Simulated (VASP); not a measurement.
# BaTiO3 in VASP: further runs, part 2 of 2

VASP 6.6.1. Earlier steps stand in the parts before.

**3. Single point, PBE**

This run uses another cell than the first one, of 13.11 Å³/atom, 1.010 times its volume.

INCAR reads:

```
PREC = Accurate
ENCUT = 520
EDIFF = 1E-6
ISMEAR = 0
SIGMA = 0.02
LREAL = F
LASPH = T
NELM = 60
ALGO = Normal
ISIF = 2
LWAVE = F
LCHARG = F
GGA = PE
NBANDS = 28
```

KPOINTS reads:

```
Automatic mesh
0
Gamma
  8 8 8
```

POSCAR reads:

```
BaTiO3
1.0
    4.0996359519      0.0000000000      0.0000000000
    0.0000000000      3.9986887195      0.0000000000
    0.0000000000      0.0000000000      3.9986887195
Ba Ti O
1 1 3
Direct
    0.5000000000      0.5000000000      0.5000000000
    0.0000000000      0.0000000000      0.0000000000
    0.5000000000      0.0000000000      0.0000000000
    0.0000000000      0.5000000000      0.0000000000
    0.0000000000      0.0000000000      0.5000000000
```

Potentials or basis: VASP PAW PBE potentials, release 64 (Ba_sv, Ti_sv, O).

The run is started by

```sh
$ cat potpaw_PBE.64/Ba_sv/POTCAR potpaw_PBE.64/Ti_sv/POTCAR potpaw_PBE.64/O/POTCAR > POTCAR
$ mpirun -np 1 vasp_std > vasp.out
```

OUTCAR:

```text
PREC = Accurate
   ENCUT = 520
   EDIFF = 1E-6
   ISMEAR = 0
   LREAL = F
   LASPH = T
   NELM = 60
   ISIF = 2
   GGA = PE

 ion  position               nearest neighbor table
   1  0.500  0.500  0.500-   3 2.83   3 2.83   3 2.83   3 2.83   4 2.86   5 2.86   5 2.86   4 2.86
                             4 2.86   5 2.86   4 2.86   5 2.86   2 3.49   2 3.49   2 3.49   2 3.49
   2  0.000  0.000  0.000-   4 2.00   5 2.00   5 2.00   4 2.00   3 2.05   3 2.05   1 3.49   1 3.49
                             1 3.49   1 3.49   1 3.49   1 3.49   1 3.49   1 3.49
   3  0.500  0.000  0.000-   2 2.05   2 2.05   1 2.83   1 2.83   1 2.83   1 2.83
[... 951 lines left out ...]
  -------------------------------------------------------------------------------------
  Total       -1.0618444      0.6901984      0.6901984      0.0000000      0.0000000     -0.0000000
  in kB      -25.9532026     16.8695702     16.8695702      0.0000000      0.0000000     -0.0000000
  external PRESSURE =       2.5953126 kB  Pullay stress =       0.0000000 kB

 VOLUME and BASIS-vectors are now :
 -----------------------------------------------------------------------------
  energy-cutoff  :      520.00
  volume of cell :       65.55
      direct lattice vectors                 reciprocal lattice vectors
     4.099635952  0.000000000  0.000000000     0.243924098  0.000000000  0.000000000
     0.000000000  3.998688720  0.000000000     0.000000000  0.250081982  0.000000000
     0.000000000  0.000000000  3.998688720     0.000000000  0.000000000  0.250081982

 POSITION                                       TOTAL-FORCE (eV/Angst)
 -----------------------------------------------------------------------------------
      2.04982      1.99934      1.99934         0.000000      0.000000      0.000000
      0.00000      0.00000      0.00000         0.000000      0.000000      0.000000
      2.04982      0.00000      0.00000         0.000000      0.000000      0.000000
      0.00000      1.99934      0.00000         0.000000      0.000000      0.000000
      0.00000      0.00000      1.99934         0.000000      0.000000      0.000000
 -----------------------------------------------------------------------------------
    total drift:                               -0.000000     -0.000000      0.000000

  FREE ENERGIE OF THE ION-ELECTRON SYSTEM (eV)
  ---------------------------------------------------
  free  energy   TOTEN  =       -39.9712719236 eV

  energy  without entropy=      -39.9712719236  energy(sigma->0) =      -39.97127192
```

OSZICAR:

```text
N       E                     dE             d eps       ncg     rms          rms(c)
DAV:   1     0.424431724397E+03    0.42443E+03   -0.20280E+04  4200   0.151E+03
DAV:   2    -0.887343675306E+01   -0.43331E+03   -0.41295E+03  4896   0.414E+02
DAV:   3    -0.490125664002E+02   -0.40139E+02   -0.39735E+02  4840   0.133E+02
DAV:   4    -0.510448539526E+02   -0.20323E+01   -0.20286E+01  6688   0.262E+01
DAV:   5    -0.510782151666E+02   -0.33361E-01   -0.33352E-01  5296   0.317E+00    0.225E+01
DAV:   6    -0.402472896719E+02    0.10831E+02   -0.58581E+01  5836   0.651E+01    0.993E+00
DAV:   7    -0.401588292393E+02    0.88460E-01   -0.10489E+01  5508   0.232E+01    0.642E+00
DAV:   8    -0.399707872657E+02    0.18804E+00   -0.64490E-01  5168   0.688E+00    0.345E+00
DAV:   9    -0.400079214782E+02   -0.37134E-01   -0.40733E-01  5912   0.546E+00    0.175E+00
DAV:  10    -0.399769613402E+02    0.30960E-01   -0.21763E-01  4948   0.464E+00    0.612E-01
DAV:  11    -0.399712878038E+02    0.56735E-02   -0.23862E-02  5684   0.102E+00    0.160E-01
DAV:  12    -0.399713438258E+02   -0.56022E-04   -0.17107E-03  5008   0.361E-01    0.765E-02
DAV:  13    -0.399713192252E+02    0.24601E-04   -0.16028E-04  5284   0.120E-01    0.676E-02
DAV:  14    -0.399712718513E+02    0.47374E-04   -0.10031E-04  5656   0.966E-02    0.136E-02
DAV:  15    -0.399712724055E+02   -0.55423E-06   -0.18187E-05  6384   0.353E-02    0.771E-03
DAV:  16    -0.399712719236E+02    0.48187E-06   -0.26433E-06  3752   0.157E-02
   1 F= -.39971272E+02 E0= -.39971272E+02  d E =-.107477E-18
```

Run time: 74 s. Hardware: 1 thread of AMD EPYC 9R45 (Zen 5), shared host; peak memory 0.24 GiB.

Results:

```
Free energy            : -39.9713 eV
Pressure               : 0.3 GPa
Band gap on the k mesh : 1.65 eV, indirect (least direct gap 1.84 eV)
```

Stress tensor (GPa, compression positive):
```
-2.60  0.00  0.00
 0.00  1.69  0.00
 0.00  0.00  1.69
```

Caveat: spin-orbit coupling is left out, which moves the levels of the heavy elements. A hybrid or GW would open this gap; PBE tends to underestimate it.

**4. Single point, PBE (uniaxial strain along a: +3.0 %, then relaxed in part)**

INCAR reads:

```
  PREC = Accurate
  ENCUT = 520
  EDIFF = 1E-6
  ISMEAR = 0
  SIGMA = 0.02
  LREAL = F
  LASPH = T
  NELM = 80
  ALGO = Normal
  ISIF = 2
  LWAVE = F
  LCHARG = F
  GGA = PE
  NBANDS = 28
```

KPOINTS is that of step 3.

Changes to POSCAR since step 3:

```diff
@@ -2,5 +2,5 @@
 1.0
-    4.0996359519      0.0000000000      0.0000000000
-    0.0000000000      3.9986887195      0.0000000000
-    0.0000000000      0.0000000000      3.9986887195
+    4.1398284613      0.0000000000      0.0000000000
+    0.0000000000      3.9889502321      0.0000000000
+    0.0000000000      0.0000000000      3.9889502321
 Ba Ti O
```

The run is started by

```sh
$ cat potpaw_PBE.64/Ba_sv/POTCAR potpaw_PBE.64/Ti_sv/POTCAR potpaw_PBE.64/O/POTCAR > POTCAR
$ mpirun -np 1 vasp_std > vasp.out
```

Wall time 71 s (1 thread of AMD EPYC 9R45 (Zen 5), shared host); peak memory 0.24 GiB.

It converged, with:

```yaml
Free_energy: -39.9541 eV
Pressure: -0.3 GPa
Band_gap_on_the_k_mesh: 1.62 eV, indirect (least direct gap 1.82 eV)
```

Stress tensor (GPa, compression positive):
```
-4.44  0.00  0.00
 0.00  1.70  0.00
 0.00  0.00  1.70
```

Levels at points of the mesh, in eV from the valence-band top:
```
           k point  band 17  band 18  band 19  band 20  band 21  band 22  band 23  band 24
(0.00, 0.00, 0.00)    -1.05    -0.25    -0.20    -0.20     1.62     1.62     1.69     3.53
(0.50, 0.00, 0.00)    -1.59    -1.59    -0.74    -0.74     1.81     3.11     3.11     3.82
(0.00, 0.50, 0.00)    -1.97    -1.86    -0.80    -0.75     1.78     3.40     3.41     3.60
(0.50, 0.50, 0.00)    -1.78    -1.05    -1.03    -0.19     3.12     3.42     3.67     4.60
(0.00, 0.50, 0.50)    -1.75    -0.74    -0.74    -0.07     3.40     3.40     3.85     4.26
(0.50, 0.50, 0.50)    -2.38    -0.06    -0.06     0.00     3.90     3.90     4.06     6.47
```

Caveat: the cell differs from its parent crystal (uniaxial strain along a: +3.0 %, then relaxed in part); spin-orbit coupling is left out, which moves the levels of the heavy elements. A k mesh can miss the band edges.

**5. Overview**

| cell | gap on the mesh (eV) | pressure (GPa) |
| --- | --- | --- |
| a = 4.019 Å, 5 atoms | 1.72 | 1.7 |
| a = 4.100, b = 3.999, c = 3.999 Å, 5 atoms | 1.65 | 0.3 |
| a = 4.140, b = 3.989, c = 3.989 Å, 5 atoms | 1.62 | -0.3 |

Alike in all rows: task single point; level PBE; potentials or basis VASP PAW PBE potentials, release 64 (Ba_sv, Ti_sv, O); no spin polarisation; k mesh 8 × 8 × 8; cutoff (eV) 520; smearing gaussian 0.02 eV.

Caveats: spin-orbit coupling is left out, which moves the levels of the heavy elements.

Total energies depend on the potentials used, so only differences within one code and one set of settings carry meaning.
